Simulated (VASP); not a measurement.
Write the native input for VASP 6.6.1 that does the following.

| Property | Result |
| --- | --- |
| Task | single point |
| Functional | LDA |
| Potentials or basis | VASP PAW LDA potentials, release 64 (Te) |
| Cutoff | 520 eV |
| k mesh | 10 × 10 × 8 |
| Occupations | gaussian, width 0.05 eV |
| Spin | no spin polarisation |
| Dipole correction | no |
| Further INCAR settings | ALGO = Normal; EDIFF = 1e-06; NBANDS = 16 |

The structure of Te lies in POSCAR:

```
Te
1.0
    4.2819398055      0.0000000000      0.0000000000
   -2.1409699028      3.7082686491      0.0000000000
    0.0000000000      0.0000000000      5.9187574328
Te
3
Direct
    0.2864487011      0.0000000000      0.8333333333
    0.0000000000      0.2864487011      0.1666666667
    0.7135512989      0.7135512989      0.5000000000
```

One way to write it, as run:

INCAR

```
ALGO = Normal ; EDIFF = 1E-6
ENCUT = 520 ; ISIF = 2
ISMEAR = 0 ; LASPH = T
LCHARG = F ; LREAL = F
LWAVE = F ; NBANDS = 16
NELM = 60 ; PREC = Accurate
SIGMA = 0.05
```

KPOINTS

```
k-points
0
Gamma
  10 10 8
```

Potentials or basis: VASP PAW LDA potentials, release 64 (Te).

The run is started by

```bash
$ cat potpaw_LDA.64/Te/POTCAR > POTCAR
$ mpirun -np 1 vasp_std > vasp.out
```

It gave:

The pressure is 0.1 GPa. The largest force is 0.022 eV/Å and the band gap on the k mesh is 0.29 eV (least direct gap 0.41 eV).

Caveat: spin-orbit coupling is left out, which moves the levels of the heavy elements.

Wall time 37 s on 1 thread of Intel(R) Xeon(R) 6975P-C (Granite Rapids) (shared host), peak memory 0.24 GiB.
